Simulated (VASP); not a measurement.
Wanted: the native input for a VASP 6.6.1 run.

* Task: single point
* Functional: revPBE
* Potentials or basis: VASP PAW PBE potentials, release 64 (Br)
* Cutoff: 520 eV
* k mesh: 4 × 4 × 2
* Occupations: fermi-dirac, width 0.05 eV
* Spin: no spin polarisation
* Dipole correction: no
* Further INCAR settings: ALGO = Normal; EDIFF = 1e-07; NBANDS = 22

The structure of Br lies in POSCAR:

```
Br
1.0
    3.3632500000     -2.3225500000      0.0000000000
    3.3632500000      2.3225500000      0.0000000000
    0.0000000000      0.0000000000      8.7023000000
Br
4
Direct
    0.3651000000      0.6349000000      0.3901000000
    0.1349000000      0.8651000000      0.8901000000
    0.6349000000      0.3651000000      0.6099000000
    0.8651000000      0.1349000000      0.1099000000
```

These files were run (other wordings do the same):

INCAR

```
  ALGO = Normal
  EDIFF = 1E-7
  ENCUT = 520
  GGA = RE
  ISIF = 2
  ISMEAR = -1
  LASPH = T
  LCHARG = T
  LELF = T
  LREAL = F
  LVHAR = T
  LWAVE = F
  NBANDS = 22
  NELM = 80
  PREC = Accurate
  SIGMA = 0.05
```

KPOINTS

```
k-points
0
Gamma
  4 4 2
```

Potentials or basis: VASP PAW PBE potentials, release 64 (Br).

Command:

```console
$ cat potpaw_PBE.64/Br/POTCAR > POTCAR
$ mpirun -np 1 vasp_std > vasp.out
```

Results of the run:

```yaml
Pressure: 3.1 GPa
Largest_force: 0.853 eV/Å
Band_gap_on_the_k_mesh: 1.93 eV (least direct gap 1.98 eV)
```

Caveat: the cell stands under pressure; this functional lacks dispersion, which holds the molecules together, so the pressure and a relaxed volume are unreliable; the PAW data sets were made with another functional, which shifts forces and pressure a little.

Run time: 68 s on 1 thread of Intel Xeon 8259CL, on a shared host, peak memory 0.24 GiB.
